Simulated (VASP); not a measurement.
Input of a VASP 6.6.1 run:

INCAR

```
PREC = Accurate ; ENCUT = 520
EDIFF = 1E-6 ; ISMEAR = 0
SIGMA = 0.1 ; LREAL = F
LASPH = T ; NELM = 80
ALGO = Normal ; ISIF = 2
LWAVE = F ; LCHARG = F
GGA = PE ; NBANDS = 42
```

Contents of KPOINTS:

```
regular mesh
0
Gamma
  6 6 6
```

File POSCAR:

```
Ge2N
1.0
   -2.3935535338      2.3935535338      3.7439824527
    2.3935535338     -2.3935535338      3.7439824527
    2.3935535338      2.3935535338     -3.7439824527
Ge N
4 2
Direct
    0.2740996653      0.2740996653      0.0000000000
    1.0240996653      0.5240996653      0.5000000000
    0.4759003347     -0.0240996653      0.5000000000
    0.7259003347      0.7259003347      0.0000000000
    0.0000000000      0.0000000000      0.0000000000
    0.7500000000      0.2500000000      0.5000000000
```

Potentials or basis: VASP PAW PBE potentials, release 64 (Ge_d, N).

The run is started by

```sh
$ cat potpaw_PBE.64/Ge_d/POTCAR potpaw_PBE.64/N/POTCAR > POTCAR
$ mpirun -np 1 vasp_std > vasp.out
```

Q: What does it give for the band gap on the k mesh?

A: Zero (band 33 reaches 8.32 eV, above the bottom of band 34 at 5.93 eV).

Q: Predict the largest force.

A: 0.011 eV/Å.

Forces in eV/Å, atoms in the order of the input:
```
Ge   0.000  0.000  0.011
Ge   0.000  0.000  0.011
Ge   0.000  0.000 -0.011
Ge   0.000  0.000 -0.011
N    0.000  0.000  0.000
N    0.000  0.000  0.000
```
